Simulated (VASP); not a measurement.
Write the native input for VASP 6.6.1 that does the following.

```yaml
Task: relaxation of cell and atoms
Functional: RPBE
Potentials_or_basis: VASP PAW PBE potentials, release 64 (Hf_pv)
Cutoff: 600 eV
k_mesh: 12 × 12 × 12
Occupations: fermi-dirac, width 0.1 eV
Spin: no spin polarisation
Dipole_correction: no
Further_INCAR_settings: ALGO = Normal; EDIFF = 1e-06; IBRION = 2; EDIFFG = -0.01; NSW = 80; ISIF = 3
```

The structure of Hf lies in POSCAR:

```
Hf
1.0
    0.0000000000      2.2367213568      2.2367213568
    2.2367213568      0.0000000000      2.2367213568
    2.2367213568      2.2367213568      0.0000000000
Hf
1
Direct
    0.0000000000      0.0000000000      0.0000000000
```

These files were run (other wordings do the same):

INCAR

```
SYSTEM = Hf
PREC     = Accurate       ! precision mode
ENCUT    = 600            ! plane-wave cutoff, eV
EDIFF    = 1E-6           ! SCF threshold, eV
ISMEAR   = -1             ! smearing method
SIGMA    = 0.1            ! smearing width, eV
LREAL    = .FALSE.        ! projectors in reciprocal space
LASPH    = .TRUE.         ! aspherical terms in the spheres
NELM     = 100            ! most SCF steps
ALGO     = Normal         ! electronic algorithm
ISIF     = 3              ! what is computed and relaxed
LWAVE    = .FALSE.        ! write WAVECAR
LCHARG   = .FALSE.        ! write CHGCAR
GGA      = RP             ! functional
IBRION   = 2              ! ionic algorithm
NSW      = 80             ! ionic steps
EDIFFG   = -0.01          ! ionic threshold
```

KPOINTS

```
regular mesh
0
G
  12 12 12
  0 0 0
```

Potentials or basis: VASP PAW PBE potentials, release 64 (Hf_pv).

Launch:

```sh
$ cat potpaw_PBE.64/Hf_pv/POTCAR > POTCAR
$ mpirun -np 1 vasp_std > vasp.out
```

It gave:

The relaxed volume is 23.12 Å³/atom. The relaxed cell is a = 3.198 Å, b = 3.198 Å, c = 3.198 Å, α = 60.00°, β = 60.00°, γ = 60.00°. The space group after relaxing (to 0.05 Å) is Fm-3m (No. 225), the energy gained by relaxing is 7.5 meV/atom and the ionic steps are 3. The pressure after relaxing is 0.0 GPa and the band gap on the k mesh is zero (band 5 reaches 6.03 eV, above the bottom of band 6 at 4.23 eV).

Caveat: the PAW data sets were made with another functional, which shifts forces and pressure a little; spin-orbit coupling is left out, which moves the levels of the heavy elements.

It took 23 s on 1 thread of Intel Xeon 6975P-C, on a shared host, peak memory 0.17 GiB.
